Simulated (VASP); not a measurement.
Write the native input for VASP 6.6.1 that does the following.

| Property | Result |
| --- | --- |
| Task | single point |
| Functional | PBEsol |
| Potentials or basis | VASP PAW PBE potentials, release 64 (Al, N) |
| Cutoff | 520 eV |
| k mesh | 10 × 10 × 10 |
| Occupations | gaussian, width 0.05 eV |
| Spin | no spin polarisation |
| Dipole correction | no |
| Further INCAR settings | ALGO = Normal; EDIFF = 1e-06; NBANDS = 11 |

The structure of AlN lies in POSCAR:

```
AlN
1.0
    0.0000000000      2.1376609775      2.2141545284
    2.2141545284      0.0000000000      2.2141545284
    2.2141545284      2.1376609775      0.0000000000
Al N
1 1
Direct
   -0.0112666392      0.0112666392      0.0112666392
    0.7717028100      0.7282971900      0.7282971900
```

This cell differs from its parent crystal: mode 4 frozen in at -0.095 Å, strain +e along z and -e/2 along x and y -0.0233.

The input as run:

INCAR

```
SYSTEM = AlN
PREC = Accurate ; ENCUT = 520
EDIFF = 1E-6 ; ISMEAR = 0
SIGMA = 0.05 ; LREAL = .False.
LASPH = .True. ; NELM = 80
ALGO = Normal ; ISIF = 2
LWAVE = .False. ; LCHARG = .False.
GGA = PS ; NBANDS = 11
```

KPOINTS

```
Automatic mesh
0
Gamma
  10 10 10
  0 0 0
```

Potentials or basis: VASP PAW PBE potentials, release 64 (Al, N).

Command:

```console
$ cat potpaw_PBE.64/Al/POTCAR potpaw_PBE.64/N/POTCAR > POTCAR
$ mpirun -np 1 vasp_std > vasp.out
```

It gave:

| Item | Value |
| --- | --- |
| Pressure | 2.7 GPa |
| Largest force | 2.093 eV/Å |
| Band gap on the k mesh | 2.69 eV, indirect (least direct gap 3.65 eV) |

Caveat: the cell differs from its parent crystal (mode 4 frozen in at -0.095 Å, strain +e along z and -e/2 along x and y -0.0233); the PAW data sets were made with another functional, which shifts forces and pressure a little.

Wall time 14 s on 1 thread of Intel(R) Xeon(R) 6975P-C (Granite Rapids) (shared host), peak memory 0.18 GiB.
